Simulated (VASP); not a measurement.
# BAs (F-43m) in VASP: single point with LDA

Aim: the single point of BAs with LDA.

All numbers are computed with VASP 6.6.1; they aren't measurements. Logs are shortened: lines on timing, memory, paths and dates and some standing lists are left out, and cuts for length are marked.

### Step 1. The cell of the first run

The structure is cubic, space group F-43m (No. 216). The conventional cell has a = 4.898 Å, b = 4.898 Å, c = 4.898 Å, α = 90.00°, β = 90.00°, γ = 90.00°. B (site symmetry -43m) has 4 As at 2.12 Å within 2.8 Å. As (site symmetry -43m) has 4 B at 2.12 Å within 2.8 Å.

### Step 2. Single point, LDA (volume scaled by 1.05)

Input file INCAR:

```
PREC = Accurate
ENCUT = 520
EDIFF = 1E-6
ISMEAR = -1
SIGMA = 0.01
LREAL = False
LASPH = True
NELM = 80
ALGO = Normal
ISIF = 2
LWAVE = False
LCHARG = False
NBANDS = 11
```

Input file KPOINTS:

```
Automatic mesh
0
Gamma
  11 11 11
```

Input file POSCAR:

```
BAs
1.0
    0.0000000000      2.4491361041      2.4491361041
    2.4491361041      0.0000000000      2.4491361041
    2.4491361041      2.4491361041      0.0000000000
B As
1 1
Direct
    0.7500000000      0.7500000000      0.7500000000
    0.0000000000      0.0000000000      0.0000000000
```

Potentials or basis: VASP PAW LDA potentials, release 64 (B, As).

Started as:

```sh
$ cat potpaw_LDA.64/B/POTCAR potpaw_LDA.64/As/POTCAR > POTCAR
$ mpirun -np 1 vasp_std > vasp.out
```

OUTCAR:

```text
PREC = Accurate
   ENCUT = 520
   EDIFF = 1E-6
   ISMEAR = -1
   LREAL = False
   LASPH = True
   NELM = 80
   ISIF = 2

 ion  position               nearest neighbor table
   1  0.750  0.750  0.750-   2 2.12   2 2.12   2 2.12   2 2.12
   2  0.000  0.000  0.000-   1 2.12   1 2.12   1 2.12   1 2.12

  LATTYP: Found a face centered cubic cell.
 ALAT       =     4.8982722082

  Lattice vectors:

 A1 = (   0.0000000000,   2.4491361041,   2.4491361041)
 A2 = (   2.4491361041,   0.0000000000,   2.4491361041)
 A3 = (   2.4491361041,   2.4491361041,   0.0000000000)

Analysis of symmetry for initial positions (statically):
=====================================================================
 Subroutine PRICEL returns:
 Original cell was already a primitive cell.

 Routine SETGRP: Setting up the symmetry group for a
 face centered cubic supercell.

 Subroutine GETGRP returns: Found 24 space group operations
 (whereof 24 operations were pure point group operations)
 out of a pool of 48 trial point group operations.

The static configuration has the point symmetry T_d .

Analysis of symmetry for dynamics (positions and initial velocities):
=====================================================================
 Subroutine PRICEL returns:
 Original cell was already a primitive cell.

 Routine SETGRP: Setting up the symmetry group for a
 face centered cubic supercell.

 Subroutine GETGRP returns: Found 24 space group operations
 (whereof 24 operations were pure point group operations)
 out of a pool of 48 trial point group operations.

The dynamic configuration has the point symmetry T_d .

 Subroutine INISYM returns: Found 24 space group operations
 (whereof 24 operations are pure point group operations),
 and found     1 'primitive' translations

----------------------------------------------------------------------------------------

                                     Primitive cell

  volume of cell :      29.3811

  direct lattice vectors                    reciprocal lattice vectors
     0.000000000  2.449136104  2.449136104    -0.204153619  0.204153619  0.204153619
     2.449136104  0.000000000  2.449136104     0.204153619 -0.204153619  0.204153619
     2.449136104  2.449136104  0.000000000     0.204153619  0.204153619 -0.204153619

  length of vectors
     3.463601495  3.463601495  3.463601495     0.353604441  0.353604441  0.353604441

  position of ions in fractional coordinates (direct lattice)
     0.750000000  0.750000000  0.750000000
     0.000000000  0.000000000  0.000000000

  ion indices of the primitive-cell ions
   primitive index   ion index
                 1           1
                 2           2

----------------------------------------------------------------------------------------

 KPOINTS: Automatic mesh

Automatic generation of k-mesh.
 Grid dimensions read from file:
 generate k-points for:   11   11   11

 Generating k-lattice:

  Cartesian coordinates                     Fractional coordinates (reciprocal lattice)
    -0.018559420  0.018559420  0.018559420     0.090909091  0.000000000  0.000000000
     0.018559420 -0.018559420  0.018559420     0.000000000  0.090909091  0.000000000
     0.018559420  0.018559420 -0.018559420     0.000000000  0.000000000  0.090909091

  Length of vectors
     0.032145858  0.032145858  0.032145858

  Shift w.r.t. Gamma in fractional coordinates (k-lattice)
     0.000000000  0.000000000  0.000000000

 Subroutine IBZKPT returns following result:
 ===========================================

 Found     56 irreducible k-points:

 Following reciprocal coordinates:
            Coordinates               Weight
  0.000000  0.000000  0.000000      1.000000
  0.090909  0.000000  0.000000      8.000000
  0.181818  0.000000  0.000000      8.000000
  0.272727  0.000000  0.000000      8.000000
  0.363636  0.000000  0.000000      8.000000
  0.454545  0.000000  0.000000      8.000000
[... 16 lines left out ...]
 -0.272727  0.181818  0.000000     24.000000
 -0.181818  0.181818  0.000000     12.000000
 [... further k-points ...]
   k-points           NKPTS =     56   k-points in BZ     NKDIM =     56   number of bands    NBANDS=     11
   number of dos      NEDOS =    301   number of ions     NIONS =      2
   total plane-waves  NPLWV =  21952
   dimension x,y,z NGX =    28 NGY =   28 NGZ =   28
   dimension x,y,z NGXF=    56 NGYF=   56 NGZF=   56
   ions per type =               1   1
   NGX,Y,Z   is equivalent  to a cutoff of  13.44, 13.44, 13.44 a.u.
   NGXF,Y,Z  is equivalent  to a cutoff of  26.88, 26.88, 26.88 a.u.
 SYSTEM =  unknown system
   PREC   = accura    normal or accurate (medium, high low for compatibility)
   ISTART =      0    job   : 0-new  1-cont  2-samecut
   ICHARG =      2    charge: 1-file 2-atom 10-const
   ISPIN  =      1    spin polarized calculation?
   LNONCOLLINEAR =      F non collinear calculations
   LSORBIT =      F    spin-orbit coupling
   LASPH  =      T    aspherical Exc in radial PAW
   ENCUT  =  520.0 eV  38.22 Ry    6.18 a.u.   6.44  6.44  6.44*2*pi/ulx,y,z
   NELM   =     80;   NELMIN=  2; NELMDL= -5     # of ELM steps
   EDIFF  = 0.1E-05   stopping-criterion for ELM
   LREAL  =      F    real-space projection
   EDIFFG = 0.1E-04   stopping-criterion for IOM
   NSW    =      0    number of steps for IOM
   IBRION =     -1    ionic relax: 0-MD 1-quasi-New 2-CG
   NFREE  =      0    steps in history (QN), initial steepest desc. (CG)
   ISIF   =      2    stress and relaxation
   ISYM   =      2    0-nonsym 1-usesym 2-fastsym
   POTIM  = 0.5000    time-step for ionic-motion
   TEBEG  =    0.0;   TEEND  =   0.0 temperature during run
   PSTRESS=    0.0 pullay stress
   NELECT =       8.0000    total number of electrons
   NUPDOWN=      -1.0000    fix difference up-down
   EMIN   =  10.00;   EMAX   =-10.00  energy-range for DOS
   EFERMI =   0.00;   METHOD = LEGACY
   ISMEAR =    -1;   SIGMA  =   0.01  broadening in eV -4-tet -1-fermi 0-gaus
   EFERMI_NEDOS =   21; number of points for ismear=-14 and -15
   IALGO  =     38    algorithm
   IMIX   =      4    mixing-type and parameters
     AMIX     =   0.40;   BMIX     =  1.00
     AMIX_MAG =   1.60;   BMIX_MAG =  1.00
  volume/ion in A,a.u.               =      14.69        99.14
  Fermi-wavevector in a.u.,A,eV,Ry     =   1.061081  2.005153 15.318705  1.125893
  Thomas-Fermi vector in A             =   2.196485
   LORBIT       =      0    0 simple, 1 ext, 2 COOP (PROOUT), +10 PAW based schemes
   GGA     = CA    functional components
   LHFCALC =     F    Hartree Fock is set to
   AEXX    =    0.0000 exact exchange contribution
   IVDW    =     0    specifies the selected vdW correction
   LEPSILON=     F    determine dielectric tensor
   LRPA    =     F    only Hartree local field effects (RPA)
 non-spin polarized calculation
  energy-cutoff  :      520.00
  volume of cell :       29.38
 maximum number of plane-waves:       817
 NGX is ok and might be reduce to    28
   NGX = 13   NGY = 13   NGZ = 13

 number of electron       7.9999999 magnetization

 Free energy of the ion-electron system (eV)
  ---------------------------------------------------
  ext. energy  EPLUGINS =         0.00000000
  ---------------------------------------------------
  free energy    TOTEN  =       -12.81934084 eV

  energy without entropy =      -12.81934084  energy(sigma->0) =      -12.81934084

 E-fermi :   5.5983     XC(G=0): -10.4740

 val. band max:        5.3351172090   @ k =   0.0000   0.0000   0.0000
 cond. band min:       6.5456541462   @ k =   0.3636   0.3636   0.0000
 fundamental gap:      1.2105369373
 Fermi energy:         5.5983466557

 k-point     1 :       0.0000    0.0000    0.0000
  band No.  band energies     occupation
      1      -9.3835      2.00000
      2       5.3351      2.00000
      3       5.3351      2.00000
      4       5.3351      2.00000
      5       8.4914      0.00000
      6       8.4914      0.00000
      7       8.4914      0.00000
      8       9.0925      0.00000
      9      14.3299      0.00000
     10      18.0621      0.00000
     11      18.0621      0.00000

 k-point     2 :       0.0909    0.0000    0.0000
  band No.  band energies     occupation
      1      -9.2574      2.00000
      2       4.1733      2.00000
      3       5.1016      2.00000
      4       5.1016      2.00000
      5       8.4658      0.00000
      6       8.7993      0.00000
      7       8.7993      0.00000
      8       9.9979      0.00000
      9      14.8292      0.00000
     10      17.1227      0.00000
     11      17.1227      0.00000

 k-point     3 :       0.1818    0.0000    0.0000
  band No.  band energies     occupation
      1      -8.8852      2.00000
      2       2.1572      2.00000
      3       4.6257      2.00000
      4       4.6257      2.00000
      5       8.2041      0.00000
      6       9.4132      0.00000
      7       9.4132      0.00000
      8      11.5565      0.00000
      9      15.8011      0.00000
     10      16.3752      0.00000
     11      16.3752      0.00000

 k-point     4 :       0.2727    0.0000    0.0000
  band No.  band energies     occupation
      1      -8.2912      2.00000
      2       0.1580      2.00000
      3       4.1690      2.00000
      4       4.1690      2.00000
      5       7.9231      0.00000
      6       9.8696      0.00000
      7       9.8696      0.00000
      8      12.9094      0.00000
      9      16.0422      0.00000
     10      16.4727      0.00000
     11      16.4727      0.00000
[... 239 lines left out ...]
 k-point    22 :      -0.3636    0.1818    0.0000
  band No.  band energies     occupation
      1      -6.7000      2.00000
      2      -2.1181      2.00000
      3       1.3036      2.00000
      4       3.2993      2.00000
      5       8.4594      0.00000
      6      10.7880      0.00000
      7      11.1208      0.00000
      8      13.7655      0.00000
      9      16.3485      0.00000
     10      16.7835      0.00000
     11      19.4918      0.00000

 k-point    23 :      -0.2727    0.1818    0.0000
  band No.  band energies     occupation
      1      -7.4021      2.00000
      2      -0.8527      2.00000
      3       1.3833      2.00000
      4       3.8004      2.00000
      5       8.7752      0.00000
      6      10.6105      0.00000
      7      10.9461      0.00000
      8      12.5703      0.00000
      9      15.4937      0.00000
     10      17.0950      0.00000
     11      19.3540      0.00000

 k-point    24 :      -0.1818    0.1818    0.0000
  band No.  band energies     occupation
      1      -8.0893      2.00000
      2       0.5500      2.00000
      3       1.9598      2.00000
      4       4.3435      2.00000
      5       8.9625      0.00000
      6       9.9261      0.00000
      7      10.6625      0.00000
      8      11.8711      0.00000
      9      15.0581      0.00000
     10      17.1497      0.00000
     11      18.0755      0.00000

 [... further k-points ...]
[... 5 lines left out ...]
  --------------------------------------------------------------------------------------
  -------------------------------------------------------------------------------------
  Total       -2.1486533     -2.1486533     -2.1486533     -0.0000000     -0.0000000     -0.0000000
  in kB     -117.1677740   -117.1677740   -117.1677740     -0.0000000     -0.0000000     -0.0000000
  external PRESSURE =    -117.1677740 kB  Pullay stress =       0.0000000 kB

 VOLUME and BASIS-vectors are now :
 -----------------------------------------------------------------------------
  energy-cutoff  :      520.00
  volume of cell :       29.38
      direct lattice vectors                 reciprocal lattice vectors
     0.000000000  2.449136104  2.449136104    -0.204153619  0.204153619  0.204153619
     2.449136104  0.000000000  2.449136104     0.204153619 -0.204153619  0.204153619
     2.449136104  2.449136104  0.000000000     0.204153619  0.204153619 -0.204153619

 POSITION                                       TOTAL-FORCE (eV/Angst)
 -----------------------------------------------------------------------------------
      3.67370      3.67370      3.67370         0.000000      0.000000      0.000000
      0.00000      0.00000      0.00000        -0.000000     -0.000000     -0.000000
 -----------------------------------------------------------------------------------
    total drift:                               -0.000000     -0.000000     -0.000000

  FREE ENERGIE OF THE ION-ELECTRON SYSTEM (eV)
  ---------------------------------------------------
  free  energy   TOTEN  =       -12.8193408386 eV

  energy  without entropy=      -12.8193408386  energy(sigma->0) =      -12.81934084
```

It took 35 s on 1 thread of Intel Xeon 8259CL, shared host; peak memory 0.15 GiB.

What came out:

```yaml
Free_energy: -12.8193 eV
Pressure: -11.7 GPa
Band_gap_on_the_k_mesh: 1.21 eV, indirect (least direct gap 3.16 eV)
```

 A k mesh can miss the band edges.
